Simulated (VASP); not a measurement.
Runs of VASP 6.6.1 on ZrH. The structure is that of space group P4_2/mmc (No. 131), or close to it. The cells are those of the table. 

| cell | k mesh | gap on the mesh (eV) | pressure (GPa) |
| --- | --- | --- | --- |
| a = 3.275, b = 3.275, c = 4.953 Å, 4 atoms | 16 × 16 × 10 | none | -1.5 |
| a = 3.308, b = 3.308, c = 4.876 Å, 4 atoms | 16 × 16 × 10 | none | -1.7 |
| a = 3.243, b = 3.243, c = 4.982 Å, 4 atoms | 14 × 14 × 8 | none | (b) |
| a = 3.243, b = 3.243, c = 4.948 Å, 4 atoms | 14 × 14 × 8 | none | (a) |
| a = 3.281, b = 3.281, c = 5.014 Å, 4 atoms | 14 × 14 × 8 | none | -3.4 |

Alike in all rows: task single point; level r2SCAN; potentials or basis VASP PAW PBE potentials, release 64 (Zr_sv, H); no spin polarisation; cutoff (eV) 520; smearing gaussian 0.1 eV.

Question: Fill in the values left out.

Answer: (a) 0.9; (b) -0.1.

Caveats: the PAW data sets were made with another functional, which shifts forces and pressure a little; the cell stands under tension (at least some runs).

A k mesh can miss the band edges, and the runs leave out spin-orbit coupling on Zr.

A gap of «none» marks levels without a gap at the run's occupations.
